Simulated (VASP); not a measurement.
Here is a VASP 6.6.1 calculation.

INCAR

```
SYSTEM = Ca
PREC = Accurate ; ENCUT = 520
EDIFF = 1E-6 ; ISMEAR = -1
SIGMA = 0.05 ; LREAL = .FALSE.
LASPH = .TRUE. ; NELM = 60
ALGO = Normal ; ISIF = 2
LWAVE = .FALSE. ; LCHARG = .FALSE.
GGA = PS ; NBANDS = 17
```

File KPOINTS:

```
regular mesh
0
G
  11 11 6
  0 0 0
```

File POSCAR:

```
Ca
1.0
    1.9843311834     -3.4179775253      0.0000000000
    1.9843311834      3.4179775253      0.0000000000
    0.0000000000      0.0000000000      6.5522196966
Ca
2
Direct
    0.8355866000      0.1644134000      0.2500000000
    0.1644134000      0.8355866000      0.7500000000
```

Potentials or basis: VASP PAW PBE potentials, release 64 (Ca_sv).

Command:

```sh
$ cat potpaw_PBE.64/Ca_sv/POTCAR > POTCAR
$ mpirun -np 1 vasp_std > vasp.out
```

Problem. Predict the band gap on the k mesh.

Solution. Zero (bands 10 and 11 overlap by 0.49 eV).

Problem. Estimate the largest force.

Solution. 0.015 eV/Å.

Problem. Predict the pressure.

Solution. -1.3 GPa.

Stress tensor (GPa, compression positive):
```
-1.40  0.00  0.00
 0.00 -1.18  0.00
 0.00  0.00 -1.47
```

Caveat: the PAW data sets were made with another functional, which shifts forces and pressure a little.
